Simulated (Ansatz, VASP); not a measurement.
# Two plane-wave programs on Au

```
Au
1.0
     0.00000    2.04550    1.96368
     2.04550    0.00000    1.96368
     2.04550    2.04550    0.00000
Au
1
Direct
  0.00000 0.00000 0.00000
```

Change from the starting cell: strain +0.000 along x and y, -0.040 along z, atoms carried along.

Alike in both runs: task single point; functional PBE; k mesh 20 × 20 × 20; occupations gaussian, width 0.15 eV; no spin polarisation.

|  | VASP | Ansatz |
| --- | --- | --- |
| version | VASP 6.6.1 | Ansatz 0.2.0 |
| potentials or method | VASP PAW PBE potentials, release 64 (Au), cutoff 520 eV | scalar-relativistic, plane waves, PAW |
| valence electrons in the cell | 11 | 19 |

|  | VASP | Ansatz | Ansatz less VASP |
| --- | --- | --- | --- |
| gap on the k mesh at the Fermi level (eV) | none | none | - |
| pressure (GPa) | 16.1 | 16.4 | +0.27 |
| traceless stress, the component that is largest in VASP (GPa) | 0.89 | 0.88 | -0.005 |

A gap of «none» marks a metal or a gap that the smearing closes. VASP's potentials hold 11 valence electrons a cell and Ansatz's 19, so a difference there can come from the potentials and not from the codes.

Neither program's run includes spin-orbit coupling.
